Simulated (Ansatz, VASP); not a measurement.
SiO2: VASP beside Ansatz

```
Si O
1.0
     4.90280    0.00000    0.00000
     0.00000    4.90280    0.00000
     0.00000    0.00000    6.77820
Si O
4 8
Direct
  0.31261 0.31261 0.00000
  0.18739 0.81261 0.25000
  0.68739 0.68739 0.50000
  0.81261 0.18739 0.75000
  0.23338 0.13096 0.19238
  0.36904 0.73338 0.44238
  0.76662 0.86904 0.69238
  0.63096 0.26662 0.94238
  0.73338 0.36904 0.55762
  0.86904 0.76662 0.30762
  0.26662 0.63096 0.05762
  0.13096 0.23338 0.80762
```

Alike in both runs: functional PBE; k mesh 5 × 5 × 4; occupations fermi-dirac, width 0.02 eV; no spin polarisation.

Ansatz relaxed the structure, and its values are those at the end. VASP's run is a single point on that final structure, the one shown.

|  | VASP | Ansatz |
| --- | --- | --- |
| version | VASP 6.6.1 | Ansatz 0.2.0 |
| potentials or method | VASP PAW PBE potentials, release 64 (Si, O) | plane-wave PAW, scalar-relativistic |
| plane-wave cutoff (eV) | 520 | 420 |
| valence electrons in the cell | 64 | 64 |

|  | VASP | Ansatz | Ansatz less VASP |
| --- | --- | --- | --- |
| gap on the k mesh at the Fermi level (eV) | 5.69 | 5.69 | -0.001 |
| pressure (GPa) | 2.4 | 2.3 | -0.16 |
| rms of the force components (eV/Å) | 0.011 | 0.005 | -0.0063 |

With one functional, cell and mesh, what is left measures potentials, basis and numerics. Ansatz's warnings: stress scf threshold loose.
